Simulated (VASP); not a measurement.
# Al in VASP: relaxation of the atoms with PBE

Aim: the relaxation of the atoms of Al with PBE.

All numbers are computed with VASP 6.6.1; they aren't measurements. Logs are shortened: lines on timing, memory, paths and dates and some standing lists are left out, and cuts for length are marked.

## Step 1: The cell of the first run

The cell holds a slab with vacuum, 17 atoms: a = 5.714 Å, b = 8.080 Å, c = 19.743 Å, α = 90.00°, β = 90.00°, γ = 90.00°.

## Step 2: Relaxation of the atoms, PBE

Input file INCAR:

```
SYSTEM = Al
ALGO = Normal
DIPOL = 0.5 0.5 0.322
EDIFF = 1E-6
EDIFFG = -0.025
ENCUT = 520
GGA = PE
IBRION = 2
IDIPOL = 3
ISIF = 2
ISMEAR = 0
KPAR = 4
LASPH = .True.
LCHARG = .False.
LDIPOL = .True.
LREAL = Auto
LWAVE = .False.
NELM = 80
NSW = 36
PREC = Accurate
SIGMA = 0.1
```

Input file KPOINTS:

```
k-points
0
Gamma
  5 4 1
  0 0 0
```

Input file POSCAR:

```
Al
1.0
    5.7135165838      0.0000000000      0.0000000000
    0.0000000000      8.0801326416      0.0000000000
    0.0000000000      0.0000000000     19.7432786844
Al
17
Selective dynamics
Direct
    0.2500000000      0.2500000000      0.2026005946  F F F
    0.2500000000      0.7500000000      0.2026005946  F F F
    0.7500000000      0.2500000000      0.2026005946  F F F
    0.7500000000      0.7500000000      0.2026005946  F F F
    0.0000000000      0.0000000000      0.2749482107  F F F
    0.0000000000      0.5000000000      0.2749482107  F F F
    0.5000000000      0.0000000000      0.2749482107  F F F
    0.5000000000      0.5000000000      0.2749482107  F F F
    0.2500000000      0.2500000000      0.3495466410  F F F
    0.2500000000      0.7500000000      0.3495466410  F F F
    0.7500000000      0.2500000000      0.3495466410  F F F
    0.7500000000      0.7500000000      0.3495466410  F F F
    0.0000000000      0.0000000000      0.4175232906  F F F
    0.0000000000      0.5000000000      0.4175232906  F F F
    0.5000000000      0.0000000000      0.4175232906  F F F
    0.5000000000      0.5000000000      0.4175232906  F F F
    0.0000000000      0.2500000000      0.4917420957  F F T
```

Potentials or basis: VASP PAW PBE potentials, release 64 (Al).

Command:

```sh
$ cat potpaw_PBE.64/Al/POTCAR > POTCAR
$ mpirun -np 4 vasp_std > vasp.out
```

OUTCAR:

```text
SYSTEM = Al
   EDIFF = 1E-6
   EDIFFG = -0.025
   ENCUT = 520
   GGA = PE
   IBRION = 2
   ISIF = 2
   ISMEAR = 0
   LASPH = .True.
   LREAL = Auto
   NELM = 80
   NSW = 36
   PREC = Accurate

 ion  position               nearest neighbor table
   1  0.250  0.250  0.203-   3 2.86   3 2.86   6 2.86   7 2.86   8 2.86   5 2.86   9 2.90
   2  0.250  0.750  0.203-   4 2.86   4 2.86   6 2.86   7 2.86   8 2.86   5 2.86  10 2.90
   3  0.750  0.250  0.203-   1 2.86   1 2.86   6 2.86   7 2.86   8 2.86   5 2.86  11 2.90
   4  0.750  0.750  0.203-   2 2.86   2 2.86   6 2.86   7 2.86   8 2.86   5 2.86  12 2.90
   5  0.000  0.000  0.275-  13 2.81   7 2.86   7 2.86   4 2.86   1 2.86   2 2.86   3 2.86  11 2.88
                            12 2.88   9 2.88  10 2.88
   6  0.000  0.500  0.275-  14 2.81   8 2.86   8 2.86   4 2.86   1 2.86   2 2.86   3 2.86  11 2.88
                            12 2.88   9 2.88  10 2.88
   7  0.500  0.000  0.275-  15 2.81   5 2.86   5 2.86   4 2.86   1 2.86   2 2.86   3 2.86  11 2.88
                            12 2.88   9 2.88  10 2.88
   8  0.500  0.500  0.275-  16 2.81   6 2.86   6 2.86   4 2.86   1 2.86   2 2.86   3 2.86  11 2.88
                            12 2.88   9 2.88  10 2.88
   9  0.250  0.250  0.350-  13 2.81  14 2.81  15 2.81  16 2.81  11 2.86  11 2.86   7 2.88   8 2.88
                             5 2.88   6 2.88   1 2.90  17 3.15
  10  0.250  0.750  0.350-  13 2.81  14 2.81  15 2.81  16 2.81  12 2.86  12 2.86   7 2.88   8 2.88
                             5 2.88   6 2.88   2 2.90
  11  0.750  0.250  0.350-  13 2.81  14 2.81  15 2.81  16 2.81   9 2.86   9 2.86   7 2.88   8 2.88
                             5 2.88   6 2.88   3 2.90  17 3.15
  12  0.750  0.750  0.350-  13 2.81  14 2.81  15 2.81  16 2.81  10 2.86  10 2.86   7 2.88   8 2.88
                             5 2.88   6 2.88   4 2.90
  13  0.000  0.000  0.418-  17 2.50  10 2.81  11 2.81  12 2.81   9 2.81   5 2.81  15 2.86  15 2.86

  14  0.000  0.500  0.418-  17 2.50  10 2.81  11 2.81  12 2.81   9 2.81   6 2.81  16 2.86  16 2.86

  15  0.500  0.000  0.418-   9 2.81  10 2.81  11 2.81  12 2.81   7 2.81  13 2.86  13 2.86
  16  0.500  0.500  0.418-   9 2.81  10 2.81  11 2.81  12 2.81   8 2.81  14 2.86  14 2.86
  17  0.000  0.250  0.492-  13 2.50  14 2.50   9 3.15  11 3.15

  LATTYP: Found a simple orthorhombic cell.
 ALAT       =     5.7135165838
 B/A-ratio  =     1.4142135624
 C/A-ratio  =     3.4555388778

  Lattice vectors:

 A1 = (   5.7135165838,   0.0000000000,   0.0000000000)
 A2 = (   0.0000000000,   8.0801326416,   0.0000000000)
 A3 = (   0.0000000000,   0.0000000000,  19.7432786844)

Analysis of symmetry for initial positions (statically):
=====================================================================
 Subroutine PRICEL returns:
 Original cell was already a primitive cell.

 Routine SETGRP: Setting up the symmetry group for a
 simple orthorhombic supercell.

 Subroutine GETGRP returns: Found  4 space group operations
 (whereof  2 operations were pure point group operations)
 out of a pool of  8 trial point group operations.

The static configuration has the point symmetry C_1h.
 The point group associated with its full space group is C_2v.

Analysis of symmetry for dynamics (positions and initial velocities):
=====================================================================
 Subroutine PRICEL returns:
 Original cell was already a primitive cell.

 Routine SETGRP: Setting up the symmetry group for a
 simple orthorhombic supercell.

 Subroutine GETGRP returns: Found  4 space group operations
 (whereof  2 operations were pure point group operations)
 out of a pool of  8 trial point group operations.

The dynamic configuration has the point symmetry C_1h.
 The point group associated with its full space group is C_2v.

Analysis of constrained symmetry for selective dynamics:
=====================================================================
 Subroutine PRICEL returns:
 Original cell was already a primitive cell.

 Routine SETGRP: Setting up the symmetry group for a
 simple orthorhombic supercell.

 Subroutine GETGRP returns: Found  4 space group operations
 (whereof  2 operations were pure point group operations)
 out of a pool of  8 trial point group operations.

The constrained configuration has the point symmetry C_1h.
[... 78 lines left out ...]
     0.000000000  0.000000000  0.000000000

 Subroutine IBZKPT returns following result:
 ===========================================

 Found      9 irreducible k-points:

 Following reciprocal coordinates:
            Coordinates               Weight
  0.000000  0.000000  0.000000      1.000000
  0.200000  0.000000  0.000000      2.000000
  0.400000  0.000000  0.000000      2.000000
  0.000000  0.250000  0.000000      2.000000
  0.200000  0.250000  0.000000      4.000000
  0.400000  0.250000  0.000000      4.000000
  0.000000  0.500000  0.000000      1.000000
  0.200000  0.500000  0.000000      2.000000
  0.400000  0.500000  0.000000      2.000000
   k-points           NKPTS =      9   k-points in BZ     NKDIM =      9   number of bands    NBANDS=     34
   number of dos      NEDOS =    301   number of ions     NIONS =     17
   total plane-waves  NPLWV = 378000
   dimension x,y,z NGX =    42 NGY =   60 NGZ =  150
   dimension x,y,z NGXF=    84 NGYF=  120 NGZF=  300
   ions per type =              17
   NGX,Y,Z   is equivalent  to a cutoff of  12.22, 12.34, 12.63 a.u.
   NGXF,Y,Z  is equivalent  to a cutoff of  24.44, 24.69, 25.26 a.u.
 SYSTEM =  Al
   PREC   = accura    normal or accurate (medium, high low for compatibility)
   ISTART =      0    job   : 0-new  1-cont  2-samecut
   ICHARG =      2    charge: 1-file 2-atom 10-const
   ISPIN  =      1    spin polarized calculation?
   LNONCOLLINEAR =      F non collinear calculations
   LSORBIT =      F    spin-orbit coupling
   LASPH  =      T    aspherical Exc in radial PAW
   ENCUT  =  520.0 eV  38.22 Ry    6.18 a.u.  10.62 15.02 36.71*2*pi/ulx,y,z
   NELM   =     80;   NELMIN=  2; NELMDL= -5     # of ELM steps
   EDIFF  = 0.1E-05   stopping-criterion for ELM
   LREAL  =      T    real-space projection
   EDIFFG = -.3E-01   stopping-criterion for IOM
   NSW    =     36    number of steps for IOM
   IBRION =      2    ionic relax: 0-MD 1-quasi-New 2-CG
   NFREE  =      1    steps in history (QN), initial steepest desc. (CG)
   ISIF   =      2    stress and relaxation
   ISYM   =      2    0-nonsym 1-usesym 2-fastsym
   POTIM  = 0.5000    time-step for ionic-motion
   TEBEG  =    0.0;   TEEND  =   0.0 temperature during run
   PSTRESS=    0.0 pullay stress
   NELECT =      51.0000    total number of electrons
   NUPDOWN=      -1.0000    fix difference up-down
   EMIN   =  10.00;   EMAX   =-10.00  energy-range for DOS
   EFERMI =   0.00;   METHOD = LEGACY
   ISMEAR =     0;   SIGMA  =   0.10  broadening in eV -4-tet -1-fermi 0-gaus
   EFERMI_NEDOS =   21; number of points for ismear=-14 and -15
   IALGO  =     38    algorithm
   IMIX   =      4    mixing-type and parameters
     AMIX     =   0.40;   BMIX     =  1.00
     AMIX_MAG =   1.60;   BMIX_MAG =  1.00
  volume/ion in A,a.u.               =      53.62       361.82
  Fermi-wavevector in a.u.,A,eV,Ry     =   0.626159  1.183269  5.334502  0.392075
  Thomas-Fermi vector in A             =   1.687315
   LORBIT       =      0    0 simple, 1 ext, 2 COOP (PROOUT), +10 PAW based schemes
   GGA     = PE    functional components
   LHFCALC =     F    Hartree Fock is set to
   AEXX    =    0.0000 exact exchange contribution
   IVDW    =     0    specifies the selected vdW correction
   LEPSILON=     F    determine dielectric tensor
   LRPA    =     F    only Hartree local field effects (RPA)
 conjugate gradient relaxation of ions
 non-spin polarized calculation
 Gauss-broadening in eV      SIGMA  =   0.10
  energy-cutoff  :      520.00
  volume of cell :      911.47
 maximum number of plane-waves:     24626
   NGX = 21   NGY = 31   NGZ = 73

--------------------------------------- Ionic step        1  -------------------------------------------

 number of electron      50.9999999 magnetization

 Free energy of the ion-electron system (eV)
  ---------------------------------------------------
  ext. energy  EPLUGINS =         0.00000000
  ---------------------------------------------------
  free energy    TOTEN  =       -57.53281519 eV

  energy without entropy =      -57.47938180  energy(sigma->0) =      -57.50609850

------------------------ aborting loop because EDIFF is reached ----------------------------------------

  FORCE on cell =-STRESS in cart. coord.  units (eV):
  Direction    XX          YY          ZZ          XY          YZ          ZX
  --------------------------------------------------------------------------------------
  -------------------------------------------------------------------------------------
  Total       -9.6662437     -0.7126647     -0.6602723      0.0000000      0.0000000      0.0000000
  in kB      -16.9913179     -1.2527217     -1.1606263      0.0000000      0.0000000      0.0000000
  external PRESSURE =      -6.4682220 kB  Pullay stress =       0.0000000 kB
[... 185 lines left out ...]
  FREE ENERGIE OF THE ION-ELECTRON SYSTEM (eV)
  ---------------------------------------------------
  free  energy   TOTEN  =       -57.5619985328 eV

  energy  without entropy=      -57.5121957451  energy(sigma->0) =      -57.53709714

 dipolmoment           0.000000      0.000000      0.002862 electrons x Angstroem

--------------------------------------- Ionic step        5  -------------------------------------------

 number of electron      50.9999999 magnetization

 dipolmoment           0.000000      0.000000     -0.010854 electrons x Angstroem

 Free energy of the ion-electron system (eV)
  ---------------------------------------------------
  ext. energy  EPLUGINS =         0.00000000
  ---------------------------------------------------
  free energy    TOTEN  =       -57.56851209 eV

  energy without entropy =      -57.51813949  energy(sigma->0) =      -57.54332579

 E-fermi :  -0.3272     XC(G=0):  -4.2533

 val. band max:       -0.3398105660   @ k =   0.0000   0.5000   0.0000
 cond. band min:      -0.2640077972   @ k =   0.0000   0.5000   0.0000
 fundamental gap:      0.0758027688
 Fermi energy:        -0.3272256029

 k-point     1 :       0.0000    0.0000    0.0000
  band No.  band energies     occupation
      1     -10.5402      2.00000
      2      -8.3826      2.00000
      3      -8.3436      2.00000
      4      -8.1778      2.00000
      5      -6.3638      2.00000
      6      -6.0591      2.00000
[... 322 lines left out ...]
     33       1.4652      0.00000
     34       1.5288      0.00000

------------------------ aborting loop because EDIFF is reached ----------------------------------------

 vacuum level on the upper side and lower side of the slab       (xc-potential included)        -0.133        -0.073

  FORCE on cell =-STRESS in cart. coord.  units (eV):
  Direction    XX          YY          ZZ          XY          YZ          ZX
  --------------------------------------------------------------------------------------
  -------------------------------------------------------------------------------------
  Total       -9.7492176     -2.2186694     -1.5255451      0.0000000      0.0000000      0.0000000
  in kB      -17.1371694     -3.8999758     -2.6816023      0.0000000      0.0000000      0.0000000
  external PRESSURE =      -7.9062492 kB  Pullay stress =       0.0000000 kB
[... 32 lines left out ...]
  FREE ENERGIE OF THE ION-ELECTRON SYSTEM (eV)
  ---------------------------------------------------
  free  energy   TOTEN  =       -57.5685120857 eV

  energy  without entropy=      -57.5181394880  energy(sigma->0) =      -57.54332579

 reached required accuracy - stopping structural energy minimisation

 vacuum level on the upper side and lower side of the slab         3.656         3.726
```

Run time: 10 min. Hardware: 4 MPI ranks of Intel Xeon Platinum 8259CL at 2.50GHz (Skylake/Cascade Lake), shared host; peak memory 0.93 GiB.

What came out:

* Free energy: -57.5685 eV
* Energy gained by relaxing: 2.1 meV/atom
* Ionic steps: 5
* Band gap on the k mesh: zero (an odd number of electrons rules out a gap without spin polarisation)

The path:
| step | energy change (eV) | largest force on free atoms (eV/Å) | pressure (GPa) |
| --- | --- | --- | --- |
| 1 | 0.0000 | 0.4687 | -0.65 |
| 2 | -0.0098 | 0.3995 | -0.67 |
| 3 | -0.0298 | 0.1868 | -0.73 |
| 4 | -0.0292 | 0.1853 | -0.84 |
| 5 | -0.0357 | 0.0097 | -0.79 |

Final structure:
```
Al
1.0
     5.71352    0.00000    0.00000
     0.00000    8.08013    0.00000
     0.00000    0.00000   19.74328
Al
17
Direct
  0.25000 0.25000 0.20260
  0.25000 0.75000 0.20260
  0.75000 0.25000 0.20260
  0.75000 0.75000 0.20260
  0.00000 0.00000 0.27495
  0.00000 0.50000 0.27495
  0.50000 0.00000 0.27495
  0.50000 0.50000 0.27495
  0.25000 0.25000 0.34955
  0.25000 0.75000 0.34955
  0.75000 0.25000 0.34955
  0.75000 0.75000 0.34955
  0.00000 0.00000 0.41752
  0.00000 0.50000 0.41752
  0.50000 0.00000 0.41752
  0.50000 0.50000 0.41752
  0.00000 0.25000 0.49977
```

Levels at points of the mesh, in eV from the Fermi level:
```
           k point  band 22  band 23  band 24  band 25  band 26  band 27  band 28  band 29  band 30  band 31
(0.00, 0.00, 0.00)    -1.00    -0.92    -0.88    -0.44    -0.25    -0.14     0.07     0.64     0.92     1.46
(0.00, 0.50, 0.00)    -0.91    -0.87    -0.81    -0.65    -0.01     0.06     0.13     0.23     0.99     1.07
```

The gap in the log of VASP goes by the Fermi energy; the results here count the filled bands.